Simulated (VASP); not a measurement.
# Y2I3 (P-3m1) in VASP: notebook

The runs below take Y2I3 through single point, relaxation of cell and atoms, with PBE.

Everything below comes from runs of VASP 6.6.1. Logs are shortened: lines on timing, memory, paths and dates and some standing lists are left out, and cuts for length are marked.

### 1 The cell of the first run

Symmetry: P-3m1, No. 164, trigonal system. Conventional cell: a = 5.235 Å, b = 5.235 Å, c = 7.324 Å, α = 90.00°, β = 90.00°, γ = 120.00°. Y (site symmetry 3m) has 8 I at 3.19 to 4.06 Å and 3 Y at 3.63 Å within 4.2 Å. I (site symmetry -3m) has 6 Y at 3.19 Å and 6 I at 3.77 Å within 4.2 Å. I (site symmetry 3m) has 5 Y at 3.27 to 4.06 Å and 6 I at 3.77 to 4.13 Å within 4.3 Å.

### 2 Single point, PBE

File INCAR:

```
  ALGO = Normal
  EDIFF = 1E-6
  ENCUT = 520
  GGA = PE
  ISIF = 2
  ISMEAR = 0
  LASPH = T
  LCHARG = T
  LELF = T
  LREAL = F
  LVHAR = T
  LWAVE = F
  NBANDS = 30
  NELM = 60
  PREC = Accurate
  SIGMA = 0.1
```

File KPOINTS:

```
k-points
0
Gamma
  6 6 2
```

File POSCAR:

```
Y2I3
1.0
    5.2349879511      0.0000000000      0.0000000000
   -2.6174939756      4.5336325542      0.0000000000
    0.0000000000      0.0000000000      7.3241124739
Y I
2 3
Direct
    0.3333333333      0.6666666667      0.1377901788
    0.6666666667      0.3333333333      0.8622098212
    0.0000000000      0.0000000000      0.0000000000
    0.3333333333      0.6666666667      0.6919775308
    0.6666666667      0.3333333333      0.3080224692
```

Potentials or basis: VASP PAW PBE potentials, release 64 (Y_sv, I).

On the command line:

```bash
cat potpaw_PBE.64/Y_sv/POTCAR potpaw_PBE.64/I/POTCAR > POTCAR
mpirun -np 1 vasp_std > vasp.out
```

OUTCAR:

```text
EDIFF = 1E-6
   ENCUT = 520
   GGA = PE
   ISIF = 2
   ISMEAR = 0
   LASPH = T
   LREAL = F
   NELM = 60
   PREC = Accurate

 ion  position               nearest neighbor table
   1  0.333  0.667  0.138-   3 3.19   3 3.19   3 3.19   4 3.27   5 3.27   5 3.27   5 3.27   2 3.63
                             2 3.63   2 3.63
   2  0.667  0.333  0.862-   3 3.19   3 3.19   3 3.19   5 3.27   4 3.27   4 3.27   4 3.27   1 3.63
                             1 3.63   1 3.63
   3  0.000  0.000  0.000-   1 3.19   2 3.19   2 3.19   1 3.19   2 3.19   1 3.19
   4  0.333  0.667  0.692-   1 3.27   2 3.27   2 3.27   2 3.27
   5  0.667  0.333  0.308-   2 3.27   1 3.27   1 3.27   1 3.27

  LATTYP: Found a hexagonal cell.
 ALAT       =     5.2349879511
 C/A-ratio  =     1.3990695953

  Lattice vectors:

 A1 = (   5.2349879511,   0.0000000000,   0.0000000000)
 A2 = (  -2.6174939756,   4.5336325542,   0.0000000000)
 A3 = (   0.0000000000,   0.0000000000,   7.3241124739)

Analysis of symmetry for initial positions (statically):
=====================================================================
 Subroutine PRICEL returns:
 Original cell was already a primitive cell.

 Routine SETGRP: Setting up the symmetry group for a
 hexagonal supercell.

 Subroutine GETGRP returns: Found 12 space group operations
 (whereof 12 operations were pure point group operations)
 out of a pool of 24 trial point group operations.

The static configuration has the point symmetry D_3d.

Analysis of symmetry for dynamics (positions and initial velocities):
=====================================================================
 Subroutine PRICEL returns:
 Original cell was already a primitive cell.

 Routine SETGRP: Setting up the symmetry group for a
 hexagonal supercell.

 Subroutine GETGRP returns: Found 12 space group operations
 (whereof 12 operations were pure point group operations)
 out of a pool of 24 trial point group operations.

The dynamic configuration has the point symmetry D_3d.

 Subroutine INISYM returns: Found 12 space group operations
 (whereof 12 operations are pure point group operations),
 and found     1 'primitive' translations

----------------------------------------------------------------------------------------

                                     Primitive cell

  volume of cell :     173.8269

  direct lattice vectors                    reciprocal lattice vectors
     5.234987951  0.000000000  0.000000000     0.191022407  0.110286838  0.000000000
    -2.617493976  4.533632554  0.000000000     0.000000000  0.220573676  0.000000000
     0.000000000  0.000000000  7.324112474     0.000000000  0.000000000  0.136535314

  length of vectors
     5.234987951  5.234987951  7.324112474     0.220573676  0.220573676  0.136535314

  position of ions in fractional coordinates (direct lattice)
     0.333333333  0.666666667  0.137790179
     0.666666667  0.333333333  0.862209821
     0.000000000  0.000000000  0.000000000
     0.333333333  0.666666667  0.691977531
     0.666666667  0.333333333  0.308022469

  ion indices of the primitive-cell ions
   primitive index   ion index
                 1           1
                 2           2
                 3           3
                 4           4
                 5           5

----------------------------------------------------------------------------------------

 KPOINTS: k-points

Automatic generation of k-mesh.
 Grid dimensions read from file:
 generate k-points for:    6    6    2

 Generating k-lattice:

  Cartesian coordinates                     Fractional coordinates (reciprocal lattice)
     0.031837068  0.018381140  0.000000000     0.166666667  0.000000000  0.000000000
     0.000000000  0.036762279  0.000000000     0.000000000  0.166666667  0.000000000
     0.000000000  0.000000000  0.068267657     0.000000000  0.000000000  0.500000000

  Length of vectors
     0.036762279  0.036762279  0.068267657

  Shift w.r.t. Gamma in fractional coordinates (k-lattice)
     0.000000000  0.000000000  0.000000000

 Subroutine IBZKPT returns following result:
 ===========================================

 Found     14 irreducible k-points:

 Following reciprocal coordinates:
            Coordinates               Weight
  0.000000  0.000000  0.000000      1.000000
  0.166667  0.000000  0.000000      6.000000
  0.333333  0.000000  0.000000      6.000000
  0.500000  0.000000  0.000000      3.000000
  0.166667  0.166667  0.000000      6.000000
  0.333333  0.166667  0.000000     12.000000
  0.333333  0.333333  0.000000      2.000000
  0.000000  0.000000  0.500000      1.000000
  0.166667  0.000000  0.500000      6.000000
  0.333333  0.000000  0.500000      6.000000
  0.500000  0.000000  0.500000      3.000000
  0.166667  0.166667  0.500000      6.000000
  0.333333  0.166667  0.500000     12.000000
  0.333333  0.333333  0.500000      2.000000
   k-points           NKPTS =     14   k-points in BZ     NKDIM =     14   number of bands    NBANDS=     30
   number of dos      NEDOS =    301   number of ions     NIONS =      5
   total plane-waves  NPLWV =  86400
   dimension x,y,z NGX =    40 NGY =   40 NGZ =   54
   dimension x,y,z NGXF=    80 NGYF=   80 NGZF=  108
   ions per type =               2   3
   NGX,Y,Z   is equivalent  to a cutoff of  12.70, 12.70, 12.26 a.u.
   NGXF,Y,Z  is equivalent  to a cutoff of  25.41, 25.41, 24.51 a.u.
 SYSTEM =  unknown system
   PREC   = accura    normal or accurate (medium, high low for compatibility)
   ISTART =      0    job   : 0-new  1-cont  2-samecut
   ICHARG =      2    charge: 1-file 2-atom 10-const
   ISPIN  =      1    spin polarized calculation?
   LNONCOLLINEAR =      F non collinear calculations
   LSORBIT =      F    spin-orbit coupling
   LASPH  =      T    aspherical Exc in radial PAW
   ENCUT  =  520.0 eV  38.22 Ry    6.18 a.u.   9.73  9.73 13.62*2*pi/ulx,y,z
   NELM   =     60;   NELMIN=  2; NELMDL= -5     # of ELM steps
   EDIFF  = 0.1E-05   stopping-criterion for ELM
   LREAL  =      F    real-space projection
   EDIFFG = 0.1E-04   stopping-criterion for IOM
   NSW    =      0    number of steps for IOM
   IBRION =     -1    ionic relax: 0-MD 1-quasi-New 2-CG
   NFREE  =      0    steps in history (QN), initial steepest desc. (CG)
   ISIF   =      2    stress and relaxation
   ISYM   =      2    0-nonsym 1-usesym 2-fastsym
   POTIM  = 0.5000    time-step for ionic-motion
   TEBEG  =    0.0;   TEEND  =   0.0 temperature during run
   PSTRESS=    0.0 pullay stress
   NELECT =      43.0000    total number of electrons
   NUPDOWN=      -1.0000    fix difference up-down
   EMIN   =  10.00;   EMAX   =-10.00  energy-range for DOS
   EFERMI =   0.00;   METHOD = LEGACY
   ISMEAR =     0;   SIGMA  =   0.10  broadening in eV -4-tet -1-fermi 0-gaus
   EFERMI_NEDOS =   21; number of points for ismear=-14 and -15
   IALGO  =     38    algorithm
   IMIX   =      4    mixing-type and parameters
     AMIX     =   0.40;   BMIX     =  1.00
     AMIX_MAG =   1.60;   BMIX_MAG =  1.00
  volume/ion in A,a.u.               =      34.77       234.61
  Fermi-wavevector in a.u.,A,eV,Ry     =   1.027682  1.942037 14.369518  1.056130
  Thomas-Fermi vector in A             =   2.161639
   LORBIT       =      0    0 simple, 1 ext, 2 COOP (PROOUT), +10 PAW based schemes
   GGA     = PE    functional components
   LHFCALC =     F    Hartree Fock is set to
   AEXX    =    0.0000 exact exchange contribution
   IVDW    =     0    specifies the selected vdW correction
   LEPSILON=     F    determine dielectric tensor
   LRPA    =     F    only Hartree local field effects (RPA)
 non-spin polarized calculation
 Gauss-broadening in eV      SIGMA  =   0.10
  energy-cutoff  :      520.00
  volume of cell :      173.83
 maximum number of plane-waves:      4707
 NGX is ok and might be reduce to    40
   NGX = 19   NGY = 19   NGZ = 27

 number of electron      42.9999999 magnetization

 Free energy of the ion-electron system (eV)
  ---------------------------------------------------
  ext. energy  EPLUGINS =         0.00000000
  ---------------------------------------------------
  free energy    TOTEN  =       -21.79546066 eV

  energy without entropy =      -21.76858802  energy(sigma->0) =      -21.78202434

 E-fermi :   5.6428     XC(G=0):  -8.8115

 val. band max:        5.6352790697   @ k =   0.1667   0.1667   0.5000
 cond. band min:       5.6940333304   @ k =   0.3333   0.1667   0.0000
 fundamental gap:      0.0587542608
 Fermi energy:         5.6427574870

 k-point     1 :       0.0000    0.0000    0.0000
  band No.  band energies     occupation
      1     -37.9186      2.00000
      2     -37.8901      2.00000
      3     -18.0147      2.00000
      4     -17.9741      2.00000
      5     -17.9741      2.00000
      6     -17.9220      2.00000
[... 22 lines left out ...]
     29       8.0692      0.00000
     30       8.4857      0.00000

 k-point     2 :       0.1667    0.0000    0.0000
  band No.  band energies     occupation
      1     -37.9169      2.00000
      2     -37.8917      2.00000
      3     -18.0199      2.00000
      4     -17.9967      2.00000
      5     -17.9813      2.00000
      6     -17.9056      2.00000
[... 22 lines left out ...]
     29       7.9668      0.00000
     30       8.7473      0.00000

 k-point     3 :       0.3333    0.0000    0.0000
  band No.  band energies     occupation
      1     -37.9124      2.00000
      2     -37.8959      2.00000
      3     -18.0382      2.00000
      4     -18.0194      2.00000
      5     -17.9942      2.00000
      6     -17.8916      2.00000
[... 22 lines left out ...]
     29       7.9537      0.00000
     30       8.9789      0.00000

 k-point     4 :       0.5000    0.0000    0.0000
  band No.  band energies     occupation
      1     -37.9088      2.00000
      2     -37.8993      2.00000
      3     -18.0507      2.00000
      4     -18.0250      2.00000
      5     -18.0000      2.00000
      6     -17.8881      2.00000
[... 286 lines left out ...]
     29       8.2116      0.00000
     30       8.4508      0.00000

 k-point    13 :       0.3333    0.1667    0.5000
  band No.  band energies     occupation
      1     -37.9088      2.00000
      2     -37.8993      2.00000
      3     -18.0433      2.00000
      4     -18.0281      2.00000
      5     -18.0094      2.00000
      6     -17.8801      2.00000
[... 22 lines left out ...]
     29       8.3594      0.00000
     30       8.5987      0.00000

 k-point    14 :       0.3333    0.3333    0.5000
  band No.  band energies     occupation
      1     -37.9040      2.00000
      2     -37.9040      2.00000
      3     -18.0327      2.00000
      4     -18.0327      2.00000
      5     -18.0297      2.00000
      6     -17.8664      2.00000
[... 22 lines left out ...]
     29       8.2650      0.00000
     30       9.1094      0.00000

------------------------ aborting loop because EDIFF is reached ----------------------------------------

  FORCE on cell =-STRESS in cart. coord.  units (eV):
  Direction    XX          YY          ZZ          XY          YZ          ZX
  --------------------------------------------------------------------------------------
  -------------------------------------------------------------------------------------
  Total       -0.0121305     -0.0121305     -0.0063731      0.0000000      0.0000000      0.0000000
  in kB       -0.1118077     -0.1118077     -0.0587412      0.0000000      0.0000000      0.0000000
  external PRESSURE =      -0.0941189 kB  Pullay stress =       0.0000000 kB

 VOLUME and BASIS-vectors are now :
 -----------------------------------------------------------------------------
  energy-cutoff  :      520.00
  volume of cell :      173.83
      direct lattice vectors                 reciprocal lattice vectors
     5.234987951  0.000000000  0.000000000     0.191022407  0.110286838  0.000000000
    -2.617493976  4.533632554  0.000000000     0.000000000  0.220573676  0.000000000
     0.000000000  0.000000000  7.324112474     0.000000000  0.000000000  0.136535314

 POSITION                                       TOTAL-FORCE (eV/Angst)
 -----------------------------------------------------------------------------------
     -0.00000      3.02242      1.00919        -0.000000      0.000000      0.018979
      2.61749      1.51121      6.31492         0.000000     -0.000000     -0.018979
      0.00000      0.00000      0.00000        -0.000000      0.000000      0.000000
     -0.00000      3.02242      5.06812        -0.000000      0.000000      0.014589
      2.61749      1.51121      2.25599        -0.000000     -0.000000     -0.014589
 -----------------------------------------------------------------------------------
    total drift:                               -0.000000      0.000000      0.000000

  FREE ENERGIE OF THE ION-ELECTRON SYSTEM (eV)
  ---------------------------------------------------
  free  energy   TOTEN  =       -21.7954606575 eV

  energy  without entropy=      -21.7685880217  energy(sigma->0) =      -21.78202434
```

It took 99 s on 1 thread of Intel Xeon Platinum 8259CL at 2.50GHz (Skylake/Cascade Lake), shared host; peak memory 0.3 GiB.

Results:

```
Free energy            : -21.7955 eV
Pressure               : 0.0 GPa
Largest force          : 0.019 eV/Å
Band gap on the k mesh : zero (an odd number of electrons rules out a gap without spin polarisation)
```

Forces on the atoms (eV/Å):
```
Y    0.000  0.000  0.019
Y    0.000  0.000 -0.019
I    0.000  0.000  0.000
I    0.000  0.000  0.015
I    0.000  0.000 -0.015
```

Caveat: the k points lie up to 0.43 Å⁻¹ apart, too coarse for converged energies and pressures of a metal; spin-orbit coupling is left out, which moves the levels of the heavy elements; an odd number of electrons without spin polarisation forces a metal; a magnetic or distorted state may lie lower.

(Continued in part 2 of 2.)

The gap in the log of VASP goes by the Fermi energy; the results here count the filled bands.